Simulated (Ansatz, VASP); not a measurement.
**C: VASP beside Ansatz**

```
CELL_PARAMETERS angstrom
0.00000 2.12924 3.66519
1.22956 0.00000 3.66519
1.22956 2.12924 0.00000
ATOMIC_POSITIONS crystal
C 0.16668 0.83332 0.16668
C 0.83332 0.16668 0.83332
```

Alike in both runs: functional PBEsol; k mesh 18 × 18 × 18; occupations gaussian, width 0.01 eV; no spin polarisation.

Ansatz relaxed the structure, and its values are those at the end. VASP's run is a single point on that final structure, the one shown.

|  | VASP | Ansatz |
| --- | --- | --- |
| version | VASP 6.6.1 | Ansatz 0.2.0 |
| potentials or method | VASP PAW PBE potentials, release 64 (C), cutoff 520 eV | scalar-relativistic, plane waves, PAW |
| valence electrons in the cell | 8 | 8 |

Ansatz gave:

- gap on the k mesh at the Fermi level (eV): 0.05
- least direct gap on the mesh (eV): 0.09
- pressure (GPa): 0.0

What did VASP give for the same quantities?

gap on the k mesh at the Fermi level (eV): 0.05; least direct gap on the mesh (eV): 0.09; pressure (GPa): 0.6.

VASP's potentials were made for PBE, not for PBEsol.
